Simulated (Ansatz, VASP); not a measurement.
## One calculation of ZnSb2C, two programs

```
CELL_PARAMETERS angstrom
-2.83527 2.83527 5.32228
2.83527 -2.83527 5.32228
2.83527 2.83527 -5.32228
ATOMIC_POSITIONS crystal
Zn 0.00000 0.00000 0.00000
Zn 0.75000 0.25000 0.50000
Sb 0.37500 0.42591 0.55091
Sb 0.17591 0.62500 0.05091
Sb 0.87500 0.82409 0.44909
Sb 0.57409 0.12500 0.94909
C 0.50000 0.50000 0.00000
C 0.25000 0.75000 0.50000
```

Alike in both runs: task single point; functional PBE; k mesh 6 × 6 × 6; occupations fermi-dirac, width 0.02 eV; no spin polarisation.

|  | VASP | Ansatz |
| --- | --- | --- |
| version | VASP 6.6.1 | Ansatz 0.2.0 |
| potentials or method | VASP PAW PBE potentials, release 64 (Zn, Sb, C) | plane waves, PAW |
| plane-wave cutoff (eV) | 520 | 420 |
| valence electrons in the cell | 52 | 92 |

Ansatz gave:

```
pressure (GPa)                     : 2.0
rms of the force components (eV/Å) : 0.037
```

Estimate VASP's values.

pressure (GPa): 2.1; rms of the force components (eV/Å): 0.027.

VASP's potentials hold 52 valence electrons a cell and Ansatz's 92, so a difference there can come from the potentials and not from the codes.

Neither program's run includes spin-orbit coupling.
